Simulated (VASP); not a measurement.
# FeO (R-3m) in VASP: single point with PBE+U

Aim: the single point of FeO with PBE+U.

Everything below comes from runs of VASP 6.6.1. Logs are shortened: lines on timing, memory, paths and dates and some standing lists are left out, and cuts for length are marked.

**1. The cell of the first run**

The structure is trigonal, space group R-3m (No. 166). The conventional cell has a = 3.035 Å, b = 3.035 Å, c = 7.547 Å, α = 90.00°, β = 90.00°, γ = 120.00°. Within 2.9 Å of Fe (site symmetry -3m) lie 6 O at 2.16 Å. Within 2.9 Å of O (site symmetry -3m) lie 6 Fe at 2.16 Å.

**2. Single point, PBE+U, collinear spin, ferromagnetic start**

Contents of INCAR:

```
PREC = Accurate ; ENCUT = 1340
EDIFF = 1E-6 ; ISMEAR = -1
SIGMA = 0.001 ; LREAL = F
LASPH = T ; NELM = 200
ALGO = Normal ; ISIF = 2
LWAVE = F ; LCHARG = F
ISPIN = 2 ; MAGMOM = 4 0
LORBIT = 11 ; LMAXMIX = 4
LDAU = T ; LDAUTYPE = 2
LDAUL = 2 -1 ; LDAUU = 6.2 0
LDAUJ = 0 0 ; LDAUPRINT = 1
GGA = PE ; NBANDS = 22
GGA_COMPAT = F
```

Contents of KPOINTS:

```
regular mesh
0
Gamma
  9 9 9
```

Contents of POSCAR:

```
FeO
1.0
    1.5176813800      0.8762337500      2.5157933600
   -1.5176813800      0.8762337500      2.5157933600
    0.0000000000     -1.7524675000      2.5157933600
Fe O
1 1
Direct
    0.0000000000      0.0000000000      0.0000000000
    0.5000000000      0.5000000000      0.5000000000
```

Potentials or basis: VASP PAW PBE potentials, release 64 (Fe_sv, O_h).

Launch:

```
$ cat potpaw_PBE.64/Fe_sv/POTCAR potpaw_PBE.64/O_h/POTCAR > POTCAR
$ mpirun -np 1 vasp_std > vasp.out
```

OUTCAR:

```text
PREC = Accurate
   ENCUT = 1340
   EDIFF = 1E-6
   ISMEAR = -1
   LREAL = F
   LASPH = T
   NELM = 200
   ISIF = 2
   ISPIN = 2
   LORBIT = 11
   GGA = PE

 ion  position               nearest neighbor table
   1  0.000  0.000  0.000-
   2  0.500  0.500  0.500-

  LATTYP: Found a trigonal (rhomboedric) cell.
 ALAT       =     3.0660004217
 COS(alpha) =     0.5099427857

  Lattice vectors:

 A1 = (   1.5176813800,   0.8762337500,   2.5157933600)
 A2 = (  -1.5176813800,   0.8762337500,   2.5157933600)
 A3 = (   0.0000000000,  -1.7524675000,   2.5157933600)

Analysis of symmetry for initial positions (statically):
=====================================================================
 Subroutine PRICEL returns:
 Original cell was already a primitive cell.

 Routine SETGRP: Setting up the symmetry group for a
 trigonal (rhombohedral) supercell.

 Subroutine GETGRP returns: Found 12 space group operations
 (whereof 12 operations were pure point group operations)
 out of a pool of 12 trial point group operations.

The static configuration has the point symmetry D_3d.

Analysis of symmetry for dynamics (positions and initial velocities):
=====================================================================
 Subroutine PRICEL returns:
 Original cell was already a primitive cell.

 Routine SETGRP: Setting up the symmetry group for a
 trigonal (rhombohedral) supercell.

 Subroutine GETGRP returns: Found 12 space group operations
 (whereof 12 operations were pure point group operations)
 out of a pool of 12 trial point group operations.

The dynamic configuration has the point symmetry D_3d.

Analysis of structural, dynamic, and magnetic symmetry:
=====================================================================
 Subroutine PRICEL returns:
 Original cell was already a primitive cell.

[... 172 lines left out ...]
  o =  0.0603  v =  0.0000  0.0000  0.0000  0.0000  0.0000 -0.5642  0.0000 -0.0000  0.8256 -0.0000      0.0000  0.0000  0.0000  0.0000  0.0000  0.0000  0.0000  0.0000  0.0000  0.0000
  o =  0.2567  v =  0.0000  0.0000  0.0000  0.0000  0.0000 -0.0000 -0.5642 -0.0000 -0.0000 -0.8256      0.0000  0.0000  0.0000  0.0000  0.0000  0.0000  0.0000  0.0000  0.0000  0.0000
  o =  0.2567  v =  0.0000  0.0000  0.0000  0.0000  0.0000  0.8256 -0.0000 -0.0000  0.5642 -0.0000      0.0000  0.0000  0.0000  0.0000  0.0000  0.0000  0.0000  0.0000  0.0000  0.0000
  o =  0.2576  v =  0.0000  0.0000  0.0000  0.0000  0.0000  0.0000  0.0000 -1.0000  0.0000  0.0000      0.0000  0.0000  0.0000  0.0000  0.0000  0.0000  0.0000  0.0000  0.0000  0.0000
  o =  0.9134  v =  0.0000 -0.5669 -0.0000  0.0000 -0.8238  0.0000  0.0000  0.0000  0.0000  0.0000      0.0000  0.0000  0.0000  0.0000  0.0000  0.0000  0.0000  0.0000  0.0000  0.0000
  o =  0.9134  v = -0.8238  0.0000 -0.0000 -0.5669 -0.0000  0.0000  0.0000  0.0000  0.0000  0.0000      0.0000  0.0000  0.0000  0.0000  0.0000  0.0000  0.0000  0.0000  0.0000  0.0000
  o =  0.9136  v =  0.0000  0.0000 -1.0000  0.0000  0.0000  0.0000  0.0000  0.0000  0.0000  0.0000      0.0000  0.0000  0.0000  0.0000  0.0000  0.0000  0.0000  0.0000  0.0000  0.0000
  o =  0.9421  v =  0.0000  0.8238  0.0000  0.0000 -0.5669  0.0000  0.0000  0.0000  0.0000  0.0000      0.0000  0.0000  0.0000  0.0000  0.0000  0.0000  0.0000  0.0000  0.0000  0.0000
  o =  0.9421  v = -0.5669  0.0000  0.0000  0.8238  0.0000  0.0000  0.0000  0.0000  0.0000  0.0000      0.0000  0.0000  0.0000  0.0000  0.0000  0.0000  0.0000  0.0000  0.0000  0.0000

 number of electron      22.0000001 magnetization       4.0246770

 Free energy of the ion-electron system (eV)
  ---------------------------------------------------
  ext. energy  EPLUGINS =         0.00000000
  ---------------------------------------------------
  free energy    TOTEN  =       -11.53451889 eV

  energy without entropy =      -11.53449910  energy(sigma->0) =      -11.53450900

 E-fermi :  11.2319     XC(G=0): -12.5136

 val. band max:       11.2165261670   @ k =  -0.4444   0.4444   0.3333
 cond. band min:      11.2320532685   @ k =  -0.1111   0.4444   0.1111
 fundamental gap:      0.0155271016
 Fermi energy:        11.2318842277

 spin component 1

 k-point     1 :       0.0000    0.0000    0.0000
  band No.  band energies     occupation
      1     -80.1773      1.00000
      2     -46.2020      1.00000
      3     -46.1917      1.00000
      4     -46.1917      1.00000
      5     -10.2941      1.00000
      6       3.6420      1.00000
[... 1193 lines left out ...]
     21      40.0309      0.00000
     22      40.0552      0.00000

 [... further k-points ...]

------------------------ aborting loop because EDIFF is reached ----------------------------------------

  FORCE on cell =-STRESS in cart. coord.  units (eV):
  Direction    XX          YY          ZZ          XY          YZ          ZX
  --------------------------------------------------------------------------------------
  -------------------------------------------------------------------------------------
  Total        0.1898414      0.1898414      0.0846004      0.0000000     -0.0000000      0.0000000
  in kB       15.1521628     15.1521627      6.7523661      0.0000000     -0.0000000      0.0000000
  external PRESSURE =      12.3522306 kB  Pullay stress =       0.0000000 kB

 VOLUME and BASIS-vectors are now :
 -----------------------------------------------------------------------------
  energy-cutoff  :     1340.00
  volume of cell :       20.07
      direct lattice vectors                 reciprocal lattice vectors
     1.517681380  0.876233750  2.515793360     0.329449914  0.190207997  0.132496309
    -1.517681380  0.876233750  2.515793360    -0.329449914  0.190207997  0.132496309
     0.000000000 -1.752467500  2.515793360     0.000000000 -0.380415994  0.132496309

 POSITION                                       TOTAL-FORCE (eV/Angst)
 -----------------------------------------------------------------------------------
      0.00000      0.00000      0.00000         0.000000     -0.000000      0.000000
      0.00000      0.00000      3.77369        -0.000000      0.000000     -0.000000
 -----------------------------------------------------------------------------------
    total drift:                               -0.000000     -0.000000     -0.000000

  FREE ENERGIE OF THE ION-ELECTRON SYSTEM (eV)
  ---------------------------------------------------
  free  energy   TOTEN  =       -11.5345188886 eV

  energy  without entropy=      -11.5344991024  energy(sigma->0) =      -11.53450900

 total charge

# of ion       s       p       d       tot
------------------------------------------
    1        2.109   6.002   5.492  13.603
    2        1.036   2.323   0.000   3.359
--------------------------------------------------
tot          3.145   8.325   5.492  16.962

 magnetization (x)

# of ion       s       p       d       tot
------------------------------------------
    1        0.016   0.011   3.722   3.749
    2        0.023   0.132   0.000   0.155
--------------------------------------------------
tot          0.039   0.143   3.722   3.904
```

OSZICAR:

```text
N       E                     dE             d eps       ncg     rms          rms(c)
DAV:   1     0.440676530554E+03    0.44068E+03   -0.20743E+04  7480   0.250E+03
DAV:   2     0.262443756066E+02   -0.41443E+03   -0.38601E+03  7720   0.635E+02
DAV:   3    -0.113152335575E+02   -0.37560E+02   -0.36054E+02  8972   0.197E+02
DAV:   4    -0.125854852214E+02   -0.12703E+01   -0.12660E+01  8586   0.373E+01
DAV:   5    -0.126159085561E+02   -0.30423E-01   -0.30418E-01  9122   0.674E+00    0.157E+01
DAV:   6    -0.110609873617E+02    0.15549E+01   -0.13795E+01 11748   0.559E+01    0.243E+01
DAV:   7    -0.115516629899E+02   -0.49068E+00   -0.14009E+00  9594   0.224E+01    0.118E+01
DAV:   8    -0.115364728063E+02    0.15190E-01   -0.16711E-01 10904   0.505E+00    0.564E+00
DAV:   9    -0.115368170520E+02   -0.34425E-03   -0.57654E-02  8828   0.273E+00    0.129E+00
DAV:  10    -0.115514656969E+02   -0.14649E-01   -0.87680E-02 10676   0.117E+00    0.769E-01
DAV:  11    -0.115443790484E+02    0.70866E-02   -0.12013E-02 10508   0.463E-01    0.663E-01
DAV:  12    -0.115342076281E+02    0.10171E-01   -0.17469E-01 10462   0.125E+00    0.148E-01
DAV:  13    -0.115345043575E+02   -0.29673E-03   -0.11487E-03  8934   0.250E-01    0.111E-01
DAV:  14    -0.115345268265E+02   -0.22469E-04   -0.29849E-03 10440   0.289E-01    0.609E-02
DAV:  15    -0.115345642567E+02   -0.37430E-04   -0.16577E-04  9790   0.990E-02    0.459E-02
DAV:  16    -0.115345272711E+02    0.36986E-04   -0.18181E-04 10132   0.879E-02    0.237E-02
DAV:  17    -0.115345187526E+02    0.85185E-05   -0.20804E-04 10294   0.487E-02    0.915E-03
DAV:  18    -0.115345188886E+02   -0.13600E-06   -0.32357E-06  7624   0.213E-02
   1 F= -.11534519E+02 E0= -.11534509E+02  d E =-.197862E-04  mag=     4.0247
```

Run time: 6.2 min. Hardware: 1 thread of Intel Xeon Platinum 8259CL at 2.50GHz (Skylake/Cascade Lake), shared host; peak memory 0.45 GiB.

What came out:

```yaml
Free_energy: -11.5345 eV
Pressure: 1.2 GPa
Band_gap_on_the_k_mesh: zero (filled and empty bands overlap)
Net_moment: 4.02 μB per cell
Site_moments: Fe +3.75; O +0.15 μB
Valence_electrons_inside_the_program's_atomic_spheres: Fe 13.60; O 3.36
```

Levels at points of the mesh, in eV from the Fermi level:
Spin up:
```csv
k point,band 9,band 10,band 11,band 12,band 13,band 14,band 15,band 16,band 17,band 18
"(0.00, 0.00, 0.00)",-7.48,-7.48,-4.66,-4.56,-4.56,-0.91,14.33,15.01,15.40,15.40
```
Spin down:
| k point | band 6 | band 7 | band 8 | band 9 | band 10 | band 11 | band 12 | band 13 |
| --- | --- | --- | --- | --- | --- | --- | --- | --- |
| (0.00, 0.00, 0.00) | -4.30 | -4.20 | -4.20 | -0.79 | -0.67 | -0.67 | -0.31 | 1.43 |

Eigenvalues of the final occupation matrices:
```
    site  spin  trace               eigenvalues
site 1 d     1   4.62  0.91 0.91 0.91 0.94 0.94
site 1 d     2   0.89  0.06 0.06 0.26 0.26 0.26
```

Caveat: a cell with one magnetic atom can't hold antiferromagnetic order, which such compounds often take. The state reached can hang on the start; a lower one may exist.
